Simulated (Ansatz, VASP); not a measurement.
# CdOs3 in VASP and in Ansatz

```
Cd Os
1.0
     3.96535    0.00000    0.00000
     0.00000    3.96535    0.00000
     0.00000    0.00000    3.96535
Cd Os
1 3
Direct
  0.00000 0.00000 0.00000
  0.00000 0.50000 0.50000
  0.50000 0.00000 0.50000
  0.50000 0.50000 0.00000
```

Alike in both runs: task relaxation of cell and atoms; functional PBE; k mesh 12 × 12 × 12; occupations gaussian, width 0.1 eV; no spin polarisation.

|  | VASP | Ansatz |
| --- | --- | --- |
| version | VASP 6.6.1 | Ansatz 0.2.0 |
| potentials or method | VASP PAW PBE potentials, release 64 (Cd, Os), cutoff 600 eV | scalar-relativistic, plane waves, PAW |
| valence electrons in the cell | 36 | 68 |

|  | VASP | Ansatz | Ansatz less VASP |
| --- | --- | --- | --- |
| gap on the k mesh at the Fermi level, each at its own relaxed structure (eV) | none | none | - |
| relaxed volume (Å³/atom) | 15.56 | 15.51 | -0.049 |
| relaxed length of the cell vector where the two differ most in proportion (Å) | 3.963 | 3.958 | -0.0042 |

A gap of «none» marks a metal or a gap that the smearing closes. VASP's potentials hold 36 valence electrons a cell and Ansatz's 68, so a difference there can come from the potentials and not from the codes.

Neither program's run includes spin-orbit coupling.
